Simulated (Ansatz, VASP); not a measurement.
# Cd: VASP beside Ansatz

```
Cd
1.0
     2.99638    0.00000    0.00000
     0.00000    2.99638    0.00000
     0.00000    0.00000    2.99638
Cd
1
Cartesian
  0.0000 0.0000 0.0000
```

Alike in both runs: functional PBE; k mesh 14 × 14 × 14; occupations fermi-dirac, width 0.08 eV; no spin polarisation.

Ansatz relaxed the structure, and its values are those at the end. VASP's run is a single point on that final structure, the one shown.

|  | VASP | Ansatz |
| --- | --- | --- |
| version | VASP 6.6.1 | Ansatz 0.2.0 |
| potentials or method | VASP PAW PBE potentials, release 64 (Cd) | PAW with Ansatz's default frozen-core files, scalar-relativistic |
| plane-wave cutoff (eV) | 520 | 420 |
| valence electrons in the cell | 12 | 20 |

```tsv
	VASP	Ansatz	Ansatz less VASP
pressure (GPa)	0.2	0.0	-0.20
```

VASP's potentials hold 12 valence electrons a cell and Ansatz's 20, so a difference there can come from the potentials and not from the codes.
